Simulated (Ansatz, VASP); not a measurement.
# CsCl: VASP beside Ansatz

```xyz
2
Lattice="4.0653 0.0102 0.0102 0.0102 4.0653 0.0102 0.0102 0.0102 4.0653" Properties=species:S:1:pos:R:3 pbc="T T T"
Cs    0.0000    0.0000    0.0000
Cl    2.0428    2.0428    2.0428
```

Change from the starting cell: equal xy, yz and zx engineering shears of +0.5 %.

Alike in both runs: task relaxation of the atoms; functional PBEsol; k mesh 6 × 6 × 6; no spin polarisation.

```csv
,VASP,Ansatz
version,VASP 6.6.1,Ansatz 0.2.0
potentials or method,"VASP PAW PBE potentials, release 64 (Cs_sv, Cl), cutoff 450 eV","all-electron LAPW, scalar-relativistic"
occupations,"gaussian, width 0.01 eV",fixed
```

```tsv
	VASP	Ansatz	Ansatz less VASP
gap on the k mesh at the Fermi level, each at its own relaxed structure (eV)	5.21	5.22	+0.013
```

VASP's potentials were made for PBE, not for PBEsol. Ansatz ran all-electron here, and VASP with PAW potentials.

Neither program's run includes spin-orbit coupling. Noted on VASP's run: the relaxation stopped at its first step, so nothing moved.
